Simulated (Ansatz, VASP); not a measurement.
## One calculation of Re, two programs

```
CELL_PARAMETERS angstrom
2.55022 0.00000 0.00000
-1.27511 2.20855 0.00000
0.00000 0.00000 4.07776
ATOMIC_POSITIONS crystal
Re 0.33333 0.66667 0.25000
Re 0.66667 0.33333 0.75000
```

Change from the starting cell: volume scaled by 0.9405.

Alike in both runs: task single point; functional LDA; k mesh 14 × 14 × 8; occupations fermi-dirac, width 0.05 eV; no spin polarisation.

|  | VASP | Ansatz |
| --- | --- | --- |
| version | VASP 6.6.1 | Ansatz 0.2.0 |
| potentials or method | VASP PAW LDA potentials, release 64 (Re), cutoff 520 eV | all-electron LAPW, scalar-relativistic |

|  | VASP | Ansatz | Ansatz less VASP |
| --- | --- | --- | --- |
| pressure (GPa) | 151.3 | 143.1 | -8.17 |
| traceless stress, the component that is largest in VASP (GPa) | 5.05 | 5.15 | +0.098 |

LDA's correlation is that of Perdew and Zunger in VASP and of Perdew and Wang (1992) in Ansatz. Both programs put the cell under a high pressure, so it lies far from rest at this level. Ansatz ran all-electron here, and VASP with PAW potentials.

Spin-orbit coupling is off throughout. Noted on VASP's run: the cell as given lies far from equilibrium.
